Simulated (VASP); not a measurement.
A run of VASP 6.6.1 is set up as follows.

The input INCAR:

```
PREC = Accurate
ENCUT = 520
EDIFF = 1E-7
ISMEAR = -1
SIGMA = 0.1
LREAL = False
LASPH = True
NELM = 80
ALGO = Normal
ISIF = 2
LWAVE = False
LCHARG = False
GGA = CA
NBANDS = 10
```

Contents of KPOINTS:

```
regular mesh
0
Gamma
  5 5 5
```

Contents of POSCAR:

```
Cs
1.0
   -2.8840810378      2.8840810378      2.8840810378
    2.8840810378     -2.8840810378      2.8840810378
    2.8840810378      2.8840810378     -2.8840810378
Cs
1
Direct
    0.0000000000      0.0000000000      0.0000000000
```

Potentials or basis: VASP PAW LDA potentials, release 64 (Cs_sv).

The run is started by

```console
$ cat potpaw_LDA.64/Cs_sv/POTCAR > POTCAR
$ mpirun -np 1 vasp_std > vasp.out
```

(1) What does it give for the pressure?

Answers

(1) 0.0 GPa.
